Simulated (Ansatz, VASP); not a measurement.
**One calculation of Rh, two programs**

```
Rh
1.0
     0.00000    1.89000    1.89000
     2.03175    0.00000    1.89000
     2.03175    1.89000    0.00000
Rh
1
Direct
  0.00000 0.00000 0.00000
```

Change from the starting cell: strain +0.0750 x Voigt [1, 0, 0, 0, 0, 0], atoms carried along.

Alike in both runs: task single point; functional PBEsol; k mesh 28 × 28 × 28; occupations gaussian, width 0.15 eV; no spin polarisation.

```csv
,VASP,Ansatz
version,VASP 6.6.1,Ansatz 0.2.0
potentials or method,"VASP PAW PBE potentials, release 64 (Rh_pv), cutoff 520 eV","scalar-relativistic, plane waves, PAW"
valence electrons in the cell,15,17
```

```csv
,VASP,Ansatz,Ansatz less VASP
gap on the k mesh at the Fermi level (eV),none,none,-
pressure (GPa),-16.9,-16.9,+0.08
"traceless stress, the component that is largest in VASP (GPa)",-10.44,-10.47,-0.034
```

VASP's potentials were made for PBE, not for PBEsol. A gap of «none» marks a metal or a gap that the smearing closes. The functional is the same, so the differences come from potentials, cutoffs and numerics. VASP's potentials hold 15 valence electrons a cell and Ansatz's 17, so a difference there can come from the potentials and not from the codes.
